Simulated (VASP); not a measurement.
# Fe (Im-3m) in VASP: notebook, part 2 of 2

VASP 6.6.1. The steps go on from the part before.

### 3 Density of states, PBE

This run uses another cell than the first one, of 10.53 Å³/atom, 2.326 times its volume.

Input file POSCAR:

```
Fe
1.0
   -1.3809396077      1.3809396077      1.3809396077
    1.3809396077     -1.3809396077      1.3809396077
    1.3809396077      1.3809396077     -1.3809396077
Fe
1
Direct
    0.0000000000      0.0000000000      0.0000000000
```

Input file INCAR.step1:

```
SYSTEM = Fe
ALGO = Normal
EDIFF = 1E-7
ENCUT = 520
GGA = PE
ISIF = 2
ISMEAR = -1
LASPH = .TRUE.
LCHARG = .TRUE.
LMAXMIX = 4
LREAL = .FALSE.
LWAVE = .FALSE.
NBANDS = 10
NELM = 80
PREC = Accurate
SIGMA = 0.1
```

Input file KPOINTS.step1:

```
k-points
0
G
  21 21 21
  0 0 0
```

Input file INCAR.step2:

```
SYSTEM = Fe
ALGO = Normal
EDIFF = 1E-7
ENCUT = 520
GGA = PE
ICHARG = 11
ISIF = 2
ISMEAR = -5
LASPH = .TRUE.
LCHARG = .FALSE.
LMAXMIX = 4
LORBIT = 11
LREAL = .FALSE.
LWAVE = .FALSE.
NBANDS = 10
NEDOS = 2001
NELM = 80
PREC = Accurate
SIGMA = 0.1
```

Input file KPOINTS.step2:

```
k-points
0
G
  32 32 32
  0 0 0
```

Potentials or basis: VASP PAW PBE potentials, release 64 (Fe).

The run is started by

```console
cat potpaw_PBE.64/Fe/POTCAR > POTCAR
cp INCAR.step1 INCAR
cp KPOINTS.step1 KPOINTS
mpirun -np 1 vasp_std > vasp.out
cp INCAR.step2 INCAR
cp KPOINTS.step2 KPOINTS
mpirun -np 1 vasp_std > vasp.out
```

OUTCAR:

```text
SYSTEM = Fe
   EDIFF = 1E-7
   ENCUT = 520
   GGA = PE
   ICHARG = 11
   ISIF = 2
   ISMEAR = -5
   LASPH = .TRUE.
   LORBIT = 11
   LREAL = .FALSE.
   NELM = 80
   PREC = Accurate

 ion  position               nearest neighbor table
   1  0.000  0.000  0.000-

  LATTYP: Found a body centered cubic cell.
 ALAT       =     2.7618792154

  Lattice vectors:

 A1 = (  -1.3809396077,   1.3809396077,   1.3809396077)
 A2 = (   1.3809396077,  -1.3809396077,   1.3809396077)
 A3 = (   1.3809396077,   1.3809396077,  -1.3809396077)

Analysis of symmetry for initial positions (statically):
=====================================================================
 Subroutine PRICEL returns:
 Original cell was already a primitive cell.

 Routine SETGRP: Setting up the symmetry group for a
 body centered cubic supercell.

 Subroutine GETGRP returns: Found 48 space group operations
 (whereof 48 operations were pure point group operations)
 out of a pool of 48 trial point group operations.

The static configuration has the point symmetry O_h .

[... 163 lines left out ...]
 cond. band min:       6.6893725018   @ k =   0.1562   0.0625   0.0312
 fundamental gap:     -0.0153060744
 Fermi energy:         6.6934748107

 k-point     1 :       0.0000    0.0000    0.0000
  band No.  band energies     occupation
      1      -2.1805      2.00000
      2       4.9124      2.00000
      3       4.9124      2.00000
      4       4.9124      2.00000
      5       6.6455      2.00000
      6       6.6455      2.00000
      7      32.3031      0.00000
      8      32.3031      0.00000
      9      32.3031      0.00000
     10      38.0593      0.00000
[... 287 lines left out ...]
 k-point    24 :       0.2188    0.0312    0.0000
  band No.  band energies     occupation
      1       0.0187      2.00000
      2       4.3038      2.00000
      3       4.6806      2.00000
      4       6.2055      2.00000
      5       6.3518      2.00168
      6       6.7348     -0.00287
      7      24.2864      0.00000
      8      28.7904      0.00000
      9      31.8156      0.00000
     10      32.9711      0.00000

 [... further k-points ...]
[... 5 lines left out ...]
  --------------------------------------------------------------------------------------
  -------------------------------------------------------------------------------------
  Total       -0.3663406     -0.3663406     -0.3663406      0.0000000      0.0000000      0.0000000
  in kB      -55.7200645    -55.7200645    -55.7200645      0.0000000      0.0000000      0.0000000
  external PRESSURE =     -55.7200645 kB  Pullay stress =       0.0000000 kB

 VOLUME and BASIS-vectors are now :
 -----------------------------------------------------------------------------
  energy-cutoff  :      520.00
  volume of cell :       10.53
      direct lattice vectors                 reciprocal lattice vectors
    -1.380939608  1.380939608  1.380939608     0.000000000  0.362072315  0.362072315
     1.380939608 -1.380939608  1.380939608     0.362072315  0.000000000  0.362072315
     1.380939608  1.380939608 -1.380939608     0.362072315  0.362072315  0.000000000

 POSITION                                       TOTAL-FORCE (eV/Angst)
 -----------------------------------------------------------------------------------
      0.00000      0.00000      0.00000         0.000000      0.000000     -0.000000
 -----------------------------------------------------------------------------------
    total drift:                               -0.000000      0.000000      0.000000

  FREE ENERGIE OF THE ION-ELECTRON SYSTEM (eV)
  ---------------------------------------------------
  free  energy   TOTEN  =        -7.7638303236 eV

  energy  without entropy=       -7.7638303236  energy(sigma->0) =       -7.76383032

 total charge

# of ion       s       p       d       tot
------------------------------------------
    1        0.512   0.598   6.316   7.426
```

OSZICAR.step1:

```text
N       E                     dE             d eps       ncg     rms          rms(c)
DAV:   1     0.169049902219E+02    0.16905E+02   -0.43849E+03  5972   0.107E+03
DAV:   2    -0.876721942657E+01   -0.25672E+02   -0.24493E+02  5772   0.133E+02
DAV:   3    -0.927271932838E+01   -0.50550E+00   -0.50198E+00  6426   0.234E+01
DAV:   4    -0.927472632287E+01   -0.20070E-02   -0.20068E-02  6146   0.135E+00
DAV:   5    -0.927474049672E+01   -0.14174E-04   -0.14174E-04  6246   0.110E-01    0.119E+01
DAV:   6    -0.792955888602E+01    0.13452E+01   -0.11493E+01  6178   0.530E+01    0.213E+00
DAV:   7    -0.783710441849E+01    0.92454E-01   -0.61490E-01  6270   0.118E+01    0.996E-01
DAV:   8    -0.782163214274E+01    0.15472E-01   -0.14176E-02  8574   0.118E+00    0.345E-01
DAV:   9    -0.781847315990E+01    0.31590E-02   -0.16192E-03  6860   0.331E-01    0.565E-02
DAV:  10    -0.781848062356E+01   -0.74637E-05   -0.79108E-06  6410   0.380E-02    0.136E-02
DAV:  11    -0.781847939535E+01    0.12282E-05   -0.91065E-07  6110   0.107E-02    0.102E-03
DAV:  12    -0.781847949395E+01   -0.98596E-07   -0.10873E-08  3174   0.961E-04
   1 F= -.78184795E+01 E0= -.77656261E+01  d E =-.105707E+00
```

Run time: 97 s. Hardware: 1 thread of Intel Xeon Platinum 8375C at 2.90GHz (Ice Lake), shared host; peak memory 0.28 GiB.

Results:

```
Valence electrons inside the program's atomic spheres : Fe 7.43
```

Levels at points of the mesh, in eV from the Fermi level:
| k point | band 1 | band 2 | band 3 | band 4 | band 5 | band 6 | band 7 | band 8 |
| --- | --- | --- | --- | --- | --- | --- | --- | --- |
| (0.00, 0.00, 0.00) | -8.87 | -1.78 | -1.78 | -1.78 | -0.05 | -0.05 | 25.61 | 25.61 |
| (0.50, 0.00, 0.00) | -4.88 | -3.07 | -0.07 | 0.20 | 0.49 | 1.34 | 8.52 | 18.97 |
| (0.50, 0.50, 0.50) | -4.63 | -4.63 | 1.03 | 1.03 | 1.03 | 10.55 | 10.55 | 10.55 |

Caveat: the run has no spin polarisation, though such a crystal can be magnetic; tetrahedron occupations give inexact forces and stress in metals.

### 4 Density of states, PBE

This run uses another cell than the first one, of 10.53 Å³/atom, 2.326 times its volume.

POSCAR is that of step 3.

Input file INCAR.step1:

```
PREC = Accurate
ENCUT = 520
EDIFF = 1E-6
ISMEAR = -1
SIGMA = 0.1
LREAL = F
LASPH = T
NELM = 80
ALGO = Normal
ISIF = 2
LWAVE = F
LCHARG = T
LMAXMIX = 4
GGA = PE
NBANDS = 10
```

Input file KPOINTS.step1:

```
regular mesh
0
Gamma
  21 21 21
```

Input file INCAR.step2:

```
PREC = Accurate
ENCUT = 520
EDIFF = 1E-6
ISMEAR = -5
SIGMA = 0.1
LREAL = F
LASPH = T
NELM = 80
ALGO = Normal
ISIF = 2
LWAVE = F
LCHARG = F
LMAXMIX = 4
GGA = PE
LORBIT = 11
NBANDS = 10
NEDOS = 1001
ICHARG = 11
```

Input file KPOINTS.step2:

```
regular mesh
0
Gamma
  32 32 32
```

Potentials or basis: VASP PAW PBE potentials, release 64 (Fe).

The run is started by

```console
cat potpaw_PBE.64/Fe/POTCAR > POTCAR
cp INCAR.step1 INCAR
cp KPOINTS.step1 KPOINTS
mpirun -np 1 vasp_std > vasp.out
cp INCAR.step2 INCAR
cp KPOINTS.step2 KPOINTS
mpirun -np 1 vasp_std > vasp.out
```

OUTCAR:

```text
PREC = Accurate
   ENCUT = 520
   EDIFF = 1E-6
   ISMEAR = -5
   LREAL = F
   LASPH = T
   NELM = 80
   ISIF = 2
   GGA = PE
   LORBIT = 11
   ICHARG = 11

 ion  position               nearest neighbor table
   1  0.000  0.000  0.000-

  LATTYP: Found a body centered cubic cell.
 ALAT       =     2.7618792154

  Lattice vectors:

 A1 = (  -1.3809396077,   1.3809396077,   1.3809396077)
 A2 = (   1.3809396077,  -1.3809396077,   1.3809396077)
 A3 = (   1.3809396077,   1.3809396077,  -1.3809396077)

Analysis of symmetry for initial positions (statically):
=====================================================================
 Subroutine PRICEL returns:
 Original cell was already a primitive cell.

 Routine SETGRP: Setting up the symmetry group for a
 body centered cubic supercell.

 Subroutine GETGRP returns: Found 48 space group operations
 (whereof 48 operations were pure point group operations)
 out of a pool of 48 trial point group operations.

The static configuration has the point symmetry O_h .

[... 162 lines left out ...]
 val. band max:        6.7046708159   @ k =  -0.3750   0.4375   0.3125
 cond. band min:       6.6893645342   @ k =   0.1562   0.0625   0.0312
 fundamental gap:     -0.0153062817
 Fermi energy:         6.6934668876

 k-point     1 :       0.0000    0.0000    0.0000
  band No.  band energies     occupation
      1      -2.1805      2.00000
      2       4.9124      2.00000
      3       4.9124      2.00000
      4       4.9124      2.00000
      5       6.6455      2.00000
      6       6.6455      2.00000
      7      32.3031      0.00000
      8      32.3031      0.00000
      9      32.3031      0.00000
     10      38.0593      0.00000
[... 287 lines left out ...]
 k-point    24 :       0.2188    0.0312    0.0000
  band No.  band energies     occupation
      1       0.0187      2.00000
      2       4.3038      2.00000
      3       4.6806      2.00000
      4       6.2054      2.00000
      5       6.3518      2.00168
      6       6.7348     -0.00287
      7      24.2864      0.00000
      8      28.7903      0.00000
      9      31.8156      0.00000
     10      32.9711      0.00000

 [... further k-points ...]
[... 5 lines left out ...]
  --------------------------------------------------------------------------------------
  -------------------------------------------------------------------------------------
  Total       -0.3659552     -0.3659552     -0.3659552      0.0000000     -0.0000000     -0.0000000
  in kB      -55.6614482    -55.6614482    -55.6614482      0.0000000     -0.0000000     -0.0000000
  external PRESSURE =     -55.6614482 kB  Pullay stress =       0.0000000 kB

 VOLUME and BASIS-vectors are now :
 -----------------------------------------------------------------------------
  energy-cutoff  :      520.00
  volume of cell :       10.53
      direct lattice vectors                 reciprocal lattice vectors
    -1.380939608  1.380939608  1.380939608     0.000000000  0.362072315  0.362072315
     1.380939608 -1.380939608  1.380939608     0.362072315  0.000000000  0.362072315
     1.380939608  1.380939608 -1.380939608     0.362072315  0.362072315  0.000000000

 POSITION                                       TOTAL-FORCE (eV/Angst)
 -----------------------------------------------------------------------------------
      0.00000      0.00000      0.00000        -0.000000     -0.000000     -0.000000
 -----------------------------------------------------------------------------------
    total drift:                               -0.000000     -0.000000      0.000000

  FREE ENERGIE OF THE ION-ELECTRON SYSTEM (eV)
  ---------------------------------------------------
  free  energy   TOTEN  =        -7.7638302570 eV

  energy  without entropy=       -7.7638302570  energy(sigma->0) =       -7.76383026

 total charge

# of ion       s       p       d       tot
------------------------------------------
    1        0.512   0.598   6.316   7.426
```

OUTCAR.step1:

```text
PREC = Accurate
   ENCUT = 520
   EDIFF = 1E-6
   ISMEAR = -1
   LREAL = F
[... 528 lines left out ...]

 POSITION                                       TOTAL-FORCE (eV/Angst)
 -----------------------------------------------------------------------------------
      0.00000      0.00000      0.00000         0.000000     -0.000000      0.000000
 -----------------------------------------------------------------------------------
    total drift:                                0.000000      0.000000      0.000000

  FREE ENERGIE OF THE ION-ELECTRON SYSTEM (eV)
  ---------------------------------------------------
  free  energy   TOTEN  =        -7.8184795031 eV

  energy  without entropy=       -7.7127727542  energy(sigma->0) =       -7.76562613
```

Run time: 1.7 min. Hardware: 1 thread of Intel Xeon Platinum 8375C at 2.90GHz (Ice Lake), shared host; peak memory 0.28 GiB.

Results:

- Valence electrons inside the program's atomic spheres: Fe 7.43

Caveat: the run has no spin polarisation, though such a crystal can be magnetic; tetrahedron occupations give inexact forces and stress in metals.
